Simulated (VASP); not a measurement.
Set up this calculation in VASP 6.6.1, as the native input.

```
Task                   : single point
Functional             : PBE
Potentials or basis    : VASP PAW PBE potentials, release 64 (Pd)
Cutoff                 : 520 eV
k mesh                 : 19 × 19 × 10
Occupations            : fermi-dirac, width 0.05 eV
Spin                   : no spin polarisation
Dipole correction      : no
Further INCAR settings : ALGO = Normal; EDIFF = 1e-07; NBANDS = 17
```

The structure of Pd lies in POSCAR:

```
Pd
1.0
    2.3298093495      0.0000000000      0.0000000000
   -1.1649046748      2.0176740827      0.0000000000
    0.0000000000      0.0000000000      3.8712797958
Pd
2
Direct
    0.3333333333      0.6666666667      0.2500000000
    0.6666666667      0.3333333333      0.7500000000
```

This isn't the form of Pd at room conditions, which is fcc.

These files were run (other wordings do the same):

INCAR

```
  PREC = Accurate
  ENCUT = 520
  EDIFF = 1E-7
  ISMEAR = -1
  SIGMA = 0.05
  LREAL = False
  LASPH = True
  NELM = 100
  ALGO = Normal
  ISIF = 2
  LWAVE = False
  LCHARG = False
  GGA = PE
  NBANDS = 17
```

KPOINTS

```
regular mesh
0
Gamma
  19 19 10
```

Potentials or basis: VASP PAW PBE potentials, release 64 (Pd).

Run with:

```bash
$ cat potpaw_PBE.64/Pd/POTCAR > POTCAR
$ mpirun -np 1 vasp_std > vasp.out
```

Results of the run:

```json
{
  "Pressure": "350.9 GPa",
  "Band gap on the k mesh": "zero (bands 10 and 11 overlap by 2.05 eV)"
}
```

Caveat: the cell stands under pressure.

It took 120 s on 1 thread of Intel Xeon 8259CL, on a shared host, peak memory 0.18 GiB.
